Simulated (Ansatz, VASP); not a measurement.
**Two plane-wave programs on ZnS**

```
CELL_PARAMETERS angstrom
3.80545 0.00000 0.00000
-1.90273 3.29562 0.00000
0.00000 0.00000 6.24399
ATOMIC_POSITIONS crystal
Zn 0.33333 0.66667 0.00034
Zn 0.66667 0.33333 0.50034
S 0.33333 0.66667 0.37466
S 0.66667 0.33333 0.87466
```

Alike in both runs: task single point; functional r2SCAN; k mesh 6 × 6 × 4; no spin polarisation.

|  | VASP | Ansatz |
| --- | --- | --- |
| version | VASP 6.6.1 | Ansatz 0.2.0 |
| potentials or method | VASP PAW PBE potentials, release 64 (Zn, S) | plane waves, PAW |
| plane-wave cutoff (eV) | 520 | 500 |
| occupations | gaussian, width 0.01 eV | fixed |
| valence electrons in the cell | 36 | 36 |

Ansatz gave:

- gap on the k mesh at the Fermi level (eV): 2.78

What did VASP give for the same quantities?

gap on the k mesh at the Fermi level (eV): 2.79.

VASP's potentials were made for PBE, not for r2SCAN.
